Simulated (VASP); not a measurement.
## IrPtC4N4: single point with PBE

The system is IrPtC4N4.

```xyz
10
Lattice="5.8826 0.0000 0.0000 0.0000 5.8826 0.0000 0.0000 0.0000 5.8826" Properties=species:S:1:pos:R:3 pbc="T T T"
Ir    2.9413    2.9413    2.9413
Pt    0.0000    0.0000    0.0000
C     1.1068    1.1068    1.1068
C     1.1068    4.7758    4.7758
C     4.7758    1.1068    4.7758
C     4.7758    4.7758    1.1068
N     1.7823    1.7823    1.7823
N     1.7823    4.1003    4.1003
N     4.1003    1.7823    4.1003
N     4.1003    4.1003    1.7823
```

* Program: VASP 6.6.1
* Task: single point
* Functional: PBE
* Potentials or basis: VASP PAW PBE potentials, release 64 (Ir, Pt, C, N)
* Cutoff: 520 eV
* k mesh: 4 × 4 × 4
* Occupations: gaussian, width 0.1 eV
* Spin: collinear spin
* Starting moments: [1.0, 0.0, 0.0, 0.0, 0.0, 0.0, 0.0, 0.0, 0.0, 0.0] μB

The pressure is 3.2 GPa and the largest force is 3.199 eV/Å. The net moment is 1.16 μB per cell. The site moments are Ir +1.08; Pt -0.19; C +0.02; N +0.01 μB and the valence electrons inside the program's atomic spheres are Ir 8.07; Pt 10.02; C 2.59; N 3.89.

Forces on the atoms (eV/Å):
```
Ir   0.000  0.000  0.000
Pt   0.000  0.000  0.000
C   -0.648 -0.648 -0.648
C   -0.648  0.648  0.648
C    0.648 -0.648  0.648
C    0.648  0.648 -0.648
N    1.847  1.847  1.847
N    1.847 -1.847 -1.847
N   -1.847  1.847 -1.847
N   -1.847 -1.847  1.847
```

Levels at points of the mesh, in eV from the Fermi level:
Spin up:
| k point | band 24 | band 25 | band 26 | band 27 | band 28 | band 29 | band 30 | band 31 | band 32 | band 33 |
| --- | --- | --- | --- | --- | --- | --- | --- | --- | --- | --- |
| (0.00, 0.00, 0.00) | -1.15 | -0.99 | -0.99 | -0.99 | -0.08 | -0.08 | -0.08 | 4.58 | 4.75 | 4.75 |
| (0.50, 0.00, 0.00) | -1.66 | -1.25 | -1.25 | -0.20 | 0.03 | 0.41 | 0.41 | 4.60 | 4.60 | 4.96 |
| (0.50, 0.50, 0.00) | -1.63 | -1.08 | -1.08 | -0.22 | 0.05 | 0.26 | 0.26 | 4.72 | 4.72 | 4.93 |
| (0.50, 0.50, 0.50) | -1.03 | -0.74 | -0.74 | -0.74 | -0.14 | -0.14 | -0.14 | 4.64 | 4.64 | 4.64 |
Spin down:
```
           k point  band 23  band 24  band 25  band 26  band 27  band 28  band 29  band 30  band 31  band 32
(0.00, 0.00, 0.00)    -0.90    -0.90    -0.86    -0.86    -0.86     0.45     0.45     0.45     4.72     4.79
(0.50, 0.00, 0.00)    -2.09    -1.34    -1.00    -1.00     0.06     0.51     0.82     0.82     4.72     4.72
(0.50, 0.50, 0.00)    -1.98    -1.32    -0.84    -0.84     0.07     0.50     0.68     0.68     4.85     4.85
(0.50, 0.50, 0.50)    -0.80    -0.80    -0.64    -0.64    -0.64     0.43     0.43     0.43     4.68     4.68
```

Run time: 5.9 min on 1 thread of Intel Xeon 8259CL, on a shared host, peak memory 0.49 GiB.

Caveat: the cell stands under pressure; spin-orbit coupling is left out, which moves the levels of the heavy elements; forces of over 1 eV/Å act on the atoms, so gaps and moduli don't describe the material at rest.
